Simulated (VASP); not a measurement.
SnO: single point with PBEsol

Crystal: SnO.

```
Sn O
1.0
     0.00000    0.00000   -4.22197
    -3.35500    0.00000    0.00000
    -1.00650   11.34821    0.00000
Sn O
4 4
Direct
  0.48686 0.74021 0.86595
  0.48686 0.89021 0.36595
  0.98686 0.45979 0.13405
  0.98686 0.30979 0.63405
  0.26314 0.94131 0.19562
  0.26314 0.79131 0.69563
  0.76314 0.25869 0.80437
  0.76314 0.40869 0.30438
```

This cell differs from its parent crystal: the part above a cut slid along it.

- Program: VASP 6.6.1
- Task: single point
- Functional: PBEsol
- Potentials or basis: VASP PAW PBE potentials, release 64 (Sn_d, O)
- Cutoff: 520 eV
- k mesh: 6 × 8 × 3
- Occupations: gaussian, width 0.05 eV
- Spin: no spin polarisation
- Dipole correction: no
- Further INCAR settings: ALGO = Normal; EDIFF = 1e-07; NBANDS = 50

The pressure is -2.7 GPa, the largest force is 0.382 eV/Å and the band gap on the k mesh is 1.34 eV (least direct gap 1.45 eV).

Forces in eV/Å, atoms in the order of the input:
```
Sn  -0.045 -0.367 -0.096
Sn   0.007 -0.322 -0.113
Sn   0.045  0.367 -0.096
Sn  -0.007  0.322 -0.113
O   -0.002  0.040  0.091
O    0.021  0.088  0.117
O    0.002 -0.040  0.091
O   -0.021 -0.088  0.117
```

Stress tensor (GPa, compression positive):
```
-3.43  0.06  0.00
 0.06 -2.49  0.00
 0.00  0.00 -2.30
```

Levels at points of the mesh, in eV from the valence-band top:
| k point | band 36 | band 37 | band 38 | band 39 | band 40 | band 41 | band 42 | band 43 | band 44 | band 45 |
| --- | --- | --- | --- | --- | --- | --- | --- | --- | --- | --- |
| (0.00, 0.00, 0.00) | -2.69 | -2.09 | -1.63 | -1.45 | -0.01 | 2.57 | 3.05 | 3.24 | 3.79 | 4.78 |
| (0.50, 0.00, 0.00) | -2.97 | -1.72 | -1.72 | -1.56 | -1.56 | 1.82 | 1.82 | 2.58 | 2.58 | 5.13 |
| (0.00, 0.50, 0.00) | -2.61 | -1.88 | -1.16 | -1.10 | -0.11 | 1.35 | 2.00 | 2.29 | 2.67 | 5.28 |
| (0.50, 0.50, 0.00) | -3.22 | -1.10 | -1.10 | -0.59 | -0.59 | 2.06 | 2.06 | 2.58 | 2.58 | 3.76 |

It took 12 min on 1 thread of Oxide Virtual Turin-like Processor (shared host), peak memory 0.42 GiB.

Caveat: the cell differs from its parent crystal (the part above a cut slid along it); the PAW data sets were made with another functional, which shifts forces and pressure a little; spin-orbit coupling is left out, which moves the levels of the heavy elements. A k mesh can miss the band edges.
